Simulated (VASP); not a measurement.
A run of VASP 6.6.1 is set up as follows.

The input INCAR:

```
SYSTEM = Ge
PREC = Accurate ; ENCUT = 600
EDIFF = 1E-7 ; ISMEAR = 0
SIGMA = 0.1 ; LREAL = .FALSE.
LASPH = .TRUE. ; NELM = 60
ALGO = Normal ; ISIF = 3
LWAVE = .FALSE. ; LCHARG = .FALSE.
GGA = PS ; IBRION = 2
NSW = 90 ; EDIFFG = -0.04
```

File KPOINTS:

```
Automatic mesh
0
G
  4 4 4
  0 0 0
```

File POSCAR:

```
Ge
1.0
    5.7002725889      0.0000000000      0.0000000000
    0.0000000000      5.7002725889      0.0000000000
    0.0000000000      0.0000000000      5.7002725889
Ge
8
Direct
    0.5000000000      0.5000000000      0.5000000000
    0.0000000000      0.0000000000      0.0000000000
    0.2500000000      0.0000000000      0.5000000000
    0.5000000000      0.2500000000      0.0000000000
    0.5000000000      0.7500000000      0.0000000000
    0.7500000000      0.0000000000      0.5000000000
    0.0000000000      0.5000000000      0.7500000000
    0.0000000000      0.5000000000      0.2500000000
```

Potentials or basis: VASP PAW PBE potentials, release 64 (Ge_d).

Launch:

```bash
$ cat potpaw_PBE.64/Ge_d/POTCAR > POTCAR
$ mpirun -np 1 vasp_std > vasp.out
```

Task: Predict the relaxed cell.

Result: a = 5.331 Å, b = 5.331 Å, c = 5.331 Å, α = 90.00°, β = 90.00°, γ = 90.00°.

Task: Estimate the band gap on the k mesh.

Result: Zero (bands 56 and 57 overlap by 1.80 eV).

Task: What does it give for the space group after relaxing (to 0.1 Å)?

Result: Pm-3n (No. 223).

Task: Estimate the relaxed volume.

Result: 18.94 Å³/atom.

Final structure:
```
Ge
1.0
     5.33142    0.00000    0.00000
     0.00000    5.33142    0.00000
     0.00000    0.00000    5.33142
Ge
8
Direct
  0.50000 0.50000 0.50000
  0.00000 0.00000 0.00000
  0.25000 0.00000 0.50000
  0.50000 0.25000 0.00000
  0.50000 0.75000 0.00000
  0.75000 0.00000 0.50000
  0.00000 0.50000 0.75000
  0.00000 0.50000 0.25000
```

Caveat: the volume moved by over 15 % at a fixed basis, so the end points are rough; the PAW data sets were made with another functional, which shifts forces and pressure a little.
